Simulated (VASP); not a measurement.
Crystal: Sc.

```
CELL_PARAMETERS angstrom
0.00000 2.26000 2.26000
2.26000 0.00000 2.26000
2.26000 2.26000 0.00000
ATOMIC_POSITIONS crystal
Sc 0.00000 0.00000 0.00000
```

```yaml
Program: VASP 6.6.1
Task: relaxation of cell and atoms
Functional: RPBE
Potentials_or_basis: VASP PAW PBE potentials, release 64 (Sc_sv)
Cutoff: 600 eV
k_mesh: 10 × 10 × 10
Occupations: fermi-dirac, width 0.05 eV
Spin: no spin polarisation
```

At the start: pressure 6.2 GPa; volume 23.09 Å³/atom.

Q: Where does the relaxation end?

A: Over 3 steps the energy falls by 47.6 meV/atom and the volume is 25.72 Å³/atom (+11.4 %); space group Fm-3m (No. 225, to 0.05 Å).

Step by step:
| step | energy change (eV) | largest force (eV/Å) | pressure (GPa) | volume (Å³) |
| --- | --- | --- | --- | --- |
| 1 | 0.0000 | 0.0000 | 6.20 | 23.09 |
| 2 | -0.0464 | 0.0000 | -0.88 | 26.20 |
| 3 | -0.0476 | 0.0000 | 0.05 | 25.72 |

Final structure:
```cif
data_structure
_symmetry_space_group_name_H-M 'P 1'
_symmetry_Int_Tables_number 1
_cell_length_a 3.3132
_cell_length_b 3.3132
_cell_length_c 3.3132
_cell_angle_alpha 60.000
_cell_angle_beta 60.000
_cell_angle_gamma 60.000
_cell_volume 25.72
loop_
_atom_site_label
_atom_site_type_symbol
_atom_site_fract_x
_atom_site_fract_y
_atom_site_fract_z
_atom_site_occupancy
Sc1 Sc 0.00000 0.00000 0.00000 1
```

Caveat: the PAW data sets were made with another functional, which shifts forces and pressure a little; the volume moved by +11 % from the deposited cell, more than functionals usually miss.
